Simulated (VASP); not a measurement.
The system is TmHOs.

```xyz
6
Lattice="3.5086 0.0000 0.0000 0.0000 3.5086 0.0000 0.0000 0.0000 8.1786" Properties=species:S:1:pos:R:3 pbc="T T T"
Tm    1.7543    0.0000    6.1592
Tm    0.0000    1.7543    2.0194
H     0.0000    0.0000    4.0893
H     1.7543    1.7543    4.0893
Os    0.0000    0.0000    0.0000
Os    1.7543    1.7543    0.0000
```

The cell was generated, and may not be a known phase.

| Property | Result |
| --- | --- |
| Program | VASP 6.6.1 |
| Task | relaxation of cell and atoms |
| Functional | PBE |
| Potentials or basis | VASP PAW PBE potentials, release 64 (Tm_3, H, Os), 4f in core |
| Cutoff | 600 eV |
| k mesh | 5 × 5 × 2 |
| Occupations | gaussian, width 0.2 eV |
| Spin | no spin polarisation |

At the start: pressure 21.8 GPa; volume 16.78 Å³/atom.

**Question.** How do energy, volume and symmetry change on relaxing?

**Answer.** Over 14 steps the energy falls by 586.6 meV/atom and the volume is 16.15 Å³/atom (-3.8 %); space group P4/nmm (No. 129, to 0.1 Å) before and after.

Step by step:
| step | energy change (eV) | largest force (eV/Å) | pressure (GPa) | volume (Å³) |
| --- | --- | --- | --- | --- |
| 1 | 0.0000 | 6.0577 | 21.77 | 100.68 |
| 2 | -0.3239 | 0.6191 | -19.49 | 137.39 |
| 3 | -1.8692 | 1.7504 | -7.46 | 117.43 |
| 4 | -1.8723 | 1.8694 | -6.74 | 116.75 |
| 5 | -2.7839 | 1.7327 | -4.85 | 109.53 |
| 6 | -3.3441 | 1.2169 | 0.29 | 99.68 |
| 7 | -3.3479 | 1.0937 | 1.63 | 97.79 |
| 8 | -3.4594 | 0.3551 | -2.25 | 98.13 |
| 9 | -3.4640 | 0.1427 | -1.64 | 98.07 |
| 10 | -3.4965 | 0.0152 | 2.16 | 95.41 |
| 11 | -3.4975 | 0.0126 | 1.59 | 95.78 |
| 12 | -3.5185 | 0.0826 | 0.09 | 96.93 |
| 13 | -3.5196 | 0.0826 | -0.34 | 97.25 |
| 14 | -3.5198 | 0.0107 | 0.33 | 96.90 |

Final structure:
```cif
data_structure
_symmetry_space_group_name_H-M 'P 1'
_symmetry_Int_Tables_number 1
_cell_length_a 3.6350
_cell_length_b 3.6350
_cell_length_c 7.3332
_cell_angle_alpha 90.000
_cell_angle_beta 90.000
_cell_angle_gamma 90.000
_cell_volume 96.90
loop_
_atom_site_label
_atom_site_type_symbol
_atom_site_fract_x
_atom_site_fract_y
_atom_site_fract_z
_atom_site_occupancy
Tm1 Tm 0.50000 0.00000 0.68255 1
Tm2 Tm 0.00000 0.50000 0.31745 1
H1 H 0.00000 0.00000 0.50000 1
H2 H 0.50000 0.50000 0.50000 1
Os1 Os 0.00000 0.00000 0.00000 1
Os2 Os 0.50000 0.50000 0.00000 1
```

Caveat: the k points lie up to 0.43 Å⁻¹ apart in the final cell, too coarse for converged energies and pressures of a metal.
